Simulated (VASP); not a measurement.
# In (Im-3m) in VASP: relaxation of cell and atoms with PBEsol-based screened hybrid with 25 % exact exchange

Aim: the relaxation of cell and atoms of In with PBEsol-based screened hybrid with 25 % exact exchange.

Everything below comes from runs of VASP 6.6.1. Logs are shortened: lines on timing, memory, paths and dates and some standing lists are left out, and cuts for length are marked.

## 1. The cell of the first run

Symmetry: Im-3m, No. 229, cubic system. Conventional cell: a = 3.765 Å, b = 3.765 Å, c = 3.765 Å, α = 90.00°, β = 90.00°, γ = 90.00°. In (site symmetry m-3m) has 14 In at 3.26 to 3.77 Å within 4.3 Å.

This isn't the form of In at room conditions, which is tetragonal.

## 2. Relaxation of cell and atoms, PBEsol-based screened hybrid with 25 % exact exchange

POSCAR reads:

```
In
1.0
   -1.8825252400      1.8825252400      1.8825252400
    1.8825252400     -1.8825252400      1.8825252400
    1.8825252400      1.8825252400     -1.8825252400
In
1
Direct
    0.0000000000      0.0000000000      0.0000000000
```

INCAR.step1 reads:

```
PREC = Accurate ; ENCUT = 600
EDIFF = 1E-5 ; ISMEAR = -1
SIGMA = 0.05 ; LREAL = False
LASPH = True ; NELM = 60
ALGO = Normal ; LWAVE = True
LCHARG = False ; GGA = PE
NBANDS = 12
```

INCAR.step2 reads:

```
PREC = Accurate ; ENCUT = 600
EDIFF = 1E-7 ; ISMEAR = -1
SIGMA = 0.05 ; LREAL = False
LASPH = True ; NELM = 60
ALGO = Normal ; ISIF = 3
LWAVE = False ; LCHARG = False
GGA = PS ; LHFCALC = True
AEXX = 0.25 ; HFSCREEN = 0.207
PRECFOCK = Normal ; IBRION = 2
NSW = 60 ; EDIFFG = -0.01
ISTART = 1
```

KPOINTS reads:

```
regular mesh
0
Gamma
  5 5 5
```

Potentials or basis: VASP PAW PBE potentials, release 64 (In_d).

Command:

```sh
cat potpaw_PBE.64/In_d/POTCAR > POTCAR
cp INCAR.step1 INCAR
mpirun -np 1 vasp_std > vasp.out
cp INCAR.step2 INCAR
mpirun -np 1 vasp_std > vasp.out
```

OUTCAR:

```text
PREC = Accurate
   ENCUT = 600
   EDIFF = 1E-7
   ISMEAR = -1
   LREAL = False
   LASPH = True
   NELM = 60
   ISIF = 3
   GGA = PS
   LHFCALC = True
   AEXX = 0.25
   HFSCREEN = 0.207
   PRECFOCK = Normal
   IBRION = 2
   NSW = 60
   EDIFFG = -0.01
   ISTART = 1

 ion  position               nearest neighbor table
   1  0.000  0.000  0.000-

  LATTYP: Found a body centered cubic cell.
 ALAT       =     3.7650504800

  Lattice vectors:

 A1 = (  -1.8825252400,   1.8825252400,   1.8825252400)
 A2 = (   1.8825252400,  -1.8825252400,   1.8825252400)
 A3 = (   1.8825252400,   1.8825252400,  -1.8825252400)

Analysis of symmetry for initial positions (statically):
=====================================================================
 Subroutine PRICEL returns:
 Original cell was already a primitive cell.

 Routine SETGRP: Setting up the symmetry group for a
 body centered cubic supercell.

 Subroutine GETGRP returns: Found 48 space group operations
 (whereof 48 operations were pure point group operations)
 out of a pool of 48 trial point group operations.

The static configuration has the point symmetry O_h .

Analysis of symmetry for dynamics (positions and initial velocities):
=====================================================================
 Subroutine PRICEL returns:
 Original cell was already a primitive cell.

 Routine SETGRP: Setting up the symmetry group for a
 body centered cubic supercell.

 Subroutine GETGRP returns: Found 48 space group operations
 (whereof 48 operations were pure point group operations)
 out of a pool of 48 trial point group operations.

The dynamic configuration has the point symmetry O_h .

 Subroutine INISYM returns: Found 48 space group operations
 (whereof 48 operations are pure point group operations),
 and found     1 'primitive' translations

----------------------------------------------------------------------------------------

                                     Primitive cell

  volume of cell :      26.6859
[... 64 lines left out ...]
   ISTART =      1    job   : 0-new  1-cont  2-samecut
   ICHARG =      0    charge: 1-file 2-atom 10-const
   ISPIN  =      1    spin polarized calculation?
   LNONCOLLINEAR =      F non collinear calculations
   LSORBIT =      F    spin-orbit coupling
   LASPH  =      T    aspherical Exc in radial PAW
   ENCUT  =  600.0 eV  44.10 Ry    6.64 a.u.   6.51  6.51  6.51*2*pi/ulx,y,z
   NELM   =     60;   NELMIN=  2; NELMDL=  0     # of ELM steps
   EDIFF  = 0.1E-06   stopping-criterion for ELM
   LREAL  =      F    real-space projection
   EDIFFG = -.1E-01   stopping-criterion for IOM
   NSW    =     60    number of steps for IOM
   IBRION =      2    ionic relax: 0-MD 1-quasi-New 2-CG
   NFREE  =      1    steps in history (QN), initial steepest desc. (CG)
   ISIF   =      3    stress and relaxation
   ISYM   =      3    0-nonsym 1-usesym 2-fastsym
   POTIM  = 0.5000    time-step for ionic-motion
   TEBEG  =    0.0;   TEEND  =   0.0 temperature during run
   PSTRESS=    0.0 pullay stress
   NELECT =      13.0000    total number of electrons
   NUPDOWN=      -1.0000    fix difference up-down
   EMIN   =  10.00;   EMAX   =-10.00  energy-range for DOS
   EFERMI =   0.00;   METHOD = LEGACY
   ISMEAR =    -1;   SIGMA  =   0.05  broadening in eV -4-tet -1-fermi 0-gaus
   EFERMI_NEDOS =   21; number of points for ismear=-14 and -15
   IALGO  =     38    algorithm
   IMIX   =      1    mixing-type and parameters
     AMIX     =   0.40;   BMIX     =  1.00
     AMIX_MAG =   1.60;   BMIX_MAG =  1.00
  volume/ion in A,a.u.               =      26.69       180.09
  Fermi-wavevector in a.u.,A,eV,Ry     =   1.288136  2.434225 22.576080  1.659295
  Thomas-Fermi vector in A             =   2.420108
   LORBIT       =      0    0 simple, 1 ext, 2 COOP (PROOUT), +10 PAW based schemes
   GGA     = PS    functional components
   LHFCALC =     T    Hartree Fock is set to
   PRECFOCK=normal    Normal, Fast or Accurate (Low or Medium for compatibility)
   ENCUT4O =  -1.0   cutoff for four orbital integrals eV
   NKREDX  =     1    reduce k-point grid by
   NKREDY  =     1    reduce k-point grid by
   NKREDZ  =     1    reduce k-point grid by
   AEXX    =    0.2500 exact exchange contribution
   HFSCREEN=    0.2070 screening length (either q_TF or 0.3 A-1)
   HFSCREENC=   0.2070 screening length for correlation (either q_TF or 0.3 A-1)
   ENCUTFOCK=  -1.0 apply spherical cutoff to Coloumb kernel
   IVDW    =     0    specifies the selected vdW correction
   LEPSILON=     F    determine dielectric tensor
   LRPA    =     F    only Hartree local field effects (RPA)
 conjugate gradient relaxation of ions
 non-spin polarized calculation
  energy-cutoff  :      600.00
  volume of cell :       26.69
 maximum number of plane-waves:       935
 NGX is ok and might be reduce to    28
  NGX = 20; NGY = 20; NGZ = 20

--------------------------------------- Ionic step        1  -------------------------------------------

 number of electron      12.9999996 magnetization

 Free energy of the ion-electron system (eV)
  ---------------------------------------------------
  ext. energy  EPLUGINS =         0.00000000
  ---------------------------------------------------
  free energy    TOTEN  =        -3.15246692 eV

  energy without entropy =       -3.13670591  energy(sigma->0) =       -3.14458642

------------------------ aborting loop because EDIFF is reached ----------------------------------------

  FORCE on cell =-STRESS in cart. coord.  units (eV):
  Direction    XX          YY          ZZ          XY          YZ          ZX
  --------------------------------------------------------------------------------------
  -------------------------------------------------------------------------------------
  Total       -0.3933528     -0.3933528     -0.3933528     -0.0000000     -0.0000000     -0.0000000
  in kB      -23.6162195    -23.6162195    -23.6162195     -0.0000000     -0.0000000     -0.0000000
  external PRESSURE =     -23.6162195 kB  Pullay stress =       0.0000000 kB
[... 57 lines left out ...]
--------------------------------------- Ionic step        3  -------------------------------------------

 number of electron      13.0000002 magnetization

 Free energy of the ion-electron system (eV)
  ---------------------------------------------------
  ext. energy  EPLUGINS =         0.00000000
  ---------------------------------------------------
  free energy    TOTEN  =        -3.16285392 eV

  energy without entropy =       -3.14837801  energy(sigma->0) =       -3.15561597

 E-fermi :   7.7097     XC(G=0):  -8.7161

 val. band max:        7.1255582990   @ k =  -0.4000  -0.4000   0.2000
 cond. band min:       7.7262522815   @ k =  -0.4000   0.4000   0.2000
 fundamental gap:      0.6006939825
 Fermi energy:         7.7097065944

 k-point     1 :       0.0000    0.0000    0.0000
  band No.  band energies     occupation
      1      -8.9911      2.00000
      2      -8.9911      2.00000
      3      -8.9911      2.00000
      4      -8.6793      2.00000
      5      -8.6793      2.00000
      6      -3.3367      2.00000
      7      20.2524      0.00000
      8      20.2524      0.00000
      9      20.2524      0.00000
     10      21.6798      0.00000
[... 143 lines left out ...]
  FREE ENERGIE OF THE ION-ELECTRON SYSTEM (eV)
  ---------------------------------------------------
  free  energy   TOTEN  =        -3.1628539238 eV

  energy  without entropy=       -3.1483780114  energy(sigma->0) =       -3.15561597

 reached required accuracy - stopping structural energy minimisation
```

OSZICAR.step1:

```text
N       E                     dE             d eps       ncg     rms          rms(c)
DAV:   1     0.870284745531E+02    0.87028E+02   -0.66561E+03   240   0.151E+03
DAV:   2     0.209439660983E+01   -0.84934E+02   -0.82204E+02   248   0.321E+02
DAV:   3    -0.243445036583E+01   -0.45288E+01   -0.45168E+01   288   0.708E+01
DAV:   4    -0.254527104362E+01   -0.11082E+00   -0.11072E+00   340   0.109E+01
DAV:   5    -0.254979069375E+01   -0.45197E-02   -0.45196E-02   324   0.186E+00    0.219E+00
DAV:   6    -0.252672002593E+01    0.23071E-01   -0.36735E-02   292   0.390E+00    0.108E+00
DAV:   7    -0.252229397151E+01    0.44261E-02   -0.11280E-02   308   0.197E+00    0.249E-01
DAV:   8    -0.252202692362E+01    0.26705E-03   -0.85435E-04   300   0.476E-01    0.321E-02
DAV:   9    -0.252203642405E+01   -0.95004E-05   -0.12050E-05   216   0.443E-02
   1 F= -.25220364E+01 E0= -.25140006E+01  d E =-.160716E-01
```

It took 15 min on 1 thread of Intel Xeon Platinum 8259CL at 2.50GHz (Skylake/Cascade Lake), shared host; peak memory 0.27 GiB.

Results:

```
Free energy                           : -3.1629 eV
Relaxed volume                        : 25.29 Å³/atom
Relaxed cell                          : a = 3.203 Å, b = 3.203 Å, c = 3.203 Å, α = 109.47°, β = 109.47°, γ = 109.47°
Space group after relaxing (to 0.1 Å) : Im-3m (No. 229)
Energy gained by relaxing             : 10.4 meV/atom
Ionic steps                           : 3
Pressure after relaxing               : 0.0 GPa
Band gap on the k mesh                : zero (an odd number of electrons rules out a gap without spin polarisation)
```

The path:
| step | energy change (eV) | largest force (eV/Å) | pressure (GPa) | volume (Å³) |
| --- | --- | --- | --- | --- |
| 1 | 0.0000 | 0.0000 | -2.36 | 26.69 |
| 2 | -0.0103 | 0.0000 | 0.17 | 25.20 |
| 3 | -0.0104 | 0.0000 | 0.01 | 25.29 |

Final structure:
```
In
1.0
    -1.84913    1.84913    1.84913
     1.84913   -1.84913    1.84913
     1.84913    1.84913   -1.84913
In
1
Direct
  0.00000 0.00000 0.00000
```

Levels at points of the mesh, in eV from the Fermi level:
```tsv
k point	band 3	band 4	band 5	band 6	band 7	band 8	band 9	band 10
(0.00, 0.00, 0.00)	-16.70	-16.39	-16.39	-11.05	12.54	12.54	12.54	13.97
```

Caveat: the k points lie up to 0.48 Å⁻¹ apart in the final cell, too coarse for converged energies and pressures of a metal; the PAW data sets were made with another functional, which shifts forces and pressure a little; spin-orbit coupling is left out, which moves the levels of the heavy elements.

The gap in the log of VASP goes by the Fermi energy; the results here count the filled bands.